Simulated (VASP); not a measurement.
Set up this calculation in VASP 6.6.1, as the native input.

```yaml
Task: single point
Functional: PBE
Potentials_or_basis: VASP PAW PBE potentials, release 64 (Er_3, Sc_sv, Sb), 4f in core
Cutoff: 500 eV
k_mesh: 4 × 4 × 3
Occupations: gaussian, width 0.2 eV
Spin: no spin polarisation
Dipole_correction: no
Mended: yes
Further_INCAR_settings: ALGO = Normal; EDIFF = 1e-06; NBANDS = 32
```

The structure of ErSc2Sb3 lies in POSCAR:

```
ErSc2Sb3
1.0
    4.0055502562     -3.7489771786     -0.1573670613
    4.0055502562      3.7489771786     -0.1573670613
   -2.1285667102      0.0000000000      5.6714982491
Er Sc Sb
1 2 3
Direct
    0.5000000000      0.5000000000      0.0000000000
    0.0000000000      0.5000000000      0.5000000000
    0.5000000000      0.0000000000      0.5000000000
    0.5000000000      0.5000000000      0.5000000000
   -0.0755502820     -0.0755502820      0.2155512630
    1.0755502820      1.0755502820      0.7844487370
```

The cell was built from a structure type or drawn by symmetry, and may not be a known phase.

One way to write it, as run:

INCAR

```
SYSTEM = ErSc2Sb3
PREC = Accurate
ENCUT = 500
EDIFF = 1E-6
ISMEAR = 0
SIGMA = 0.2
LREAL = .False.
LASPH = .True.
NELM = 200
ALGO = Normal
ISIF = 2
LWAVE = .False.
LCHARG = .False.
GGA = PE
NBANDS = 32
GGA_COMPAT = .False.
LMAXMIX = 6
```

KPOINTS

```
Automatic mesh
0
Gamma
  4 4 3
  0 0 0
```

Potentials or basis: VASP PAW PBE potentials, release 64 (Er_3, Sc_sv, Sb), 4f in core.

Launch:

```console
$ cat potpaw_PBE.64/Er_3/POTCAR potpaw_PBE.64/Sc_sv/POTCAR potpaw_PBE.64/Sb/POTCAR > POTCAR
$ mpirun -np 1 vasp_std > vasp.out
```

Results of the run:

| Property | Result |
| --- | --- |
| Pressure | 0.3 GPa |
| Largest force | 0.038 eV/Å |
| Band gap on the k mesh | zero (bands 23 and 24 overlap by 0.62 eV) |

Caveat: the k points lie up to 0.38 Å⁻¹ apart, too coarse for converged energies and pressures of a metal; spin-orbit coupling is left out, which moves the levels of the heavy elements; the 4f electrons are frozen in the core, so they carry no moment and show no levels.

Run time: 68 s on 1 thread of Intel(R) Xeon(R) 6975P-C (Granite Rapids), with other jobs on the host, peak memory 0.3 GiB.
